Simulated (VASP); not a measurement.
Input of a VASP 6.6.1 run:

INCAR

```
PREC     = Accurate       # precision mode
ENCUT    = 520            # plane-wave cutoff, eV
EDIFF    = 1E-6           # SCF threshold, eV
ISMEAR   = 0              # smearing method
SIGMA    = 0.05           # smearing width, eV
LREAL    = False          # projectors in reciprocal space
LASPH    = True           # aspherical terms in the spheres
NELM     = 80             # most SCF steps
ALGO     = Normal         # electronic algorithm
ISIF     = 2              # what is computed and relaxed
LWAVE    = False          # write WAVECAR
LCHARG   = True           # write CHGCAR
GGA      = PS             # functional
LELF     = True           # ELF
LVHAR    = True         
NBANDS   = 26             # bands
```

File KPOINTS:

```
Automatic mesh
0
Gamma
  8 8 3
```

File POSCAR:

```
AlN
1.0
   -3.1135599822      0.0000000000      0.0000000000
   -1.5567799911     -2.6964220408      0.0000000000
    0.0000000000      0.0000000000     10.6667009506
Al N
4 4
Direct
    0.3333333333      0.3333333333      0.8451471048
    0.3333333333      0.3333333333      0.3779594994
    0.6666666667      0.6666666667      0.1443656966
    0.6666666667      0.6666666667      0.6115533021
    0.3333333333      0.3333333333      0.0892281061
    0.3333333333      0.3333333333      0.5564157116
    0.6666666667      0.6666666667      0.3228219088
    0.6666666667      0.6666666667      0.7900095143
```

Potentials or basis: VASP PAW PBE potentials, release 64 (Al, N).

Run with:

```bash
$ cat potpaw_PBE.64/Al/POTCAR potpaw_PBE.64/N/POTCAR > POTCAR
$ mpirun -np 1 vasp_std > vasp.out
```

**Question.** Predict the pressure.

**Answer.** -4.6 GPa.

**Question.** Estimate the largest force.

**Answer.** 1.812 eV/Å.

**Question.** Predict the band gap on the k mesh.

**Answer.** 2.02 eV, direct.

Forces on the atoms (eV/Å):
```
Al   0.000  0.000  1.812
Al   0.000  0.000 -0.767
Al   0.000  0.000 -1.534
Al   0.000  0.000 -0.760
N    0.000  0.000 -1.124
N    0.000  0.000  0.733
N    0.000  0.000  0.800
N    0.000  0.000  0.841
```

Caveat: the PAW data sets were made with another functional, which shifts forces and pressure a little. A k mesh can miss the band edges.
